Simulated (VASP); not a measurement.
The system is Pb.

```
Pb
1.0
     0.00000    2.50759    2.50759
     2.50759    0.00000    2.50759
     2.50759    2.50759    0.00000
Pb
1
Direct
  0.00000 0.00000 0.00000
```

Program: VASP 6.6.1. Alike in all runs: task single point; potentials or basis VASP PAW PBE potentials, release 64 (Pb_d); no spin polarisation; cell as given; k mesh 9 × 9 × 9; cutoff (eV) 520; smearing fermi-dirac 0.05 eV.

Order these runs on this cell by their pressure, lowest first.
A. level SVWN5
B. level PBE+D3(BJ)
C. level PBE exchange alone
D. level RPBE
E. level PBE

A (-3.7 GPa), B (-1.6 GPa), E (0.4 GPa), D (1.9 GPa), C (9.0 GPa).

Caveats: the PAW data sets were made with another functional, which shifts forces and pressure a little (some runs); pairwise dispersion overbinds metals, which lowers pressure and volume (some runs).
